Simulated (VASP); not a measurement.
# AlCu: single point with r2SCAN

The system is AlCu.

```
CELL_PARAMETERS angstrom
2.99751 0.00000 0.00000
0.00000 2.99751 0.00000
0.00000 0.00000 2.99751
ATOMIC_POSITIONS crystal
Al 0.00000 0.00000 0.00000
Cu 0.48332 0.50000 0.50000
```

This cell differs from its parent crystal: all Cu atoms moved +0.050 Å, as atom 2 towards its neighbour atom 2 (Cu) at 2.998 Å.

```
Program                : VASP 6.6.1
Task                   : single point
Functional             : r2SCAN
Potentials or basis    : VASP PAW PBE potentials, release 64 (Al, Cu)
Cutoff                 : 520 eV
k mesh                 : 16 × 16 × 16
Occupations            : gaussian, width 0.15 eV
Spin                   : no spin polarisation
Dipole correction      : no
Further INCAR settings : ALGO = Normal; EDIFF = 1e-06; NBANDS = 14
```

The pressure is -4.7 GPa. The largest force is 0.194 eV/Å and the band gap on the k mesh is zero (bands 7 and 8 overlap by 4.94 eV).

Forces in eV/Å, atoms in the order of the input:
```
Al  -0.194  0.000  0.000
Cu   0.194  0.000  0.000
```

Levels at points of the mesh, in eV from the Fermi level:
```tsv
k point	band 3	band 4	band 5	band 6	band 7	band 8	band 9	band 10	band 11	band 12
(0.00, 0.00, 0.00)	-5.16	-4.07	-4.07	-4.07	4.06	4.06	4.06	6.42	6.42	11.04
(0.50, 0.00, 0.00)	-4.88	-4.52	-4.52	-4.02	-3.35	7.44	8.43	8.43	9.06	9.06
(0.00, 0.50, 0.00)	-4.88	-4.52	-4.52	-4.02	-3.36	7.44	8.45	8.46	9.02	9.04
(0.50, 0.50, 0.00)	-4.41	-4.41	-4.05	-4.04	-3.73	-0.88	-0.09	10.90	13.35	13.38
(0.00, 0.50, 0.50)	-4.42	-4.42	-4.04	-4.04	-3.73	-0.89	-0.09	10.91	13.31	13.31
(0.50, 0.50, 0.50)	-5.72	-3.71	-3.71	0.67	0.67	0.68	2.14	2.20	2.20	2.41
```

Run time: 7.4 min on 1 thread of Intel(R) Xeon(R) Platinum 8259CL CPU @ 2.50GHz (Skylake/Cascade Lake), with other jobs on the host, peak memory 0.27 GiB.

Caveat: the cell differs from its parent crystal (all Cu atoms moved +0.050 Å, as atom 2 towards its neighbour atom 2 (Cu) at 2.998 Å); the cell stands under tension; the PAW data sets were made with another functional, which shifts forces and pressure a little.
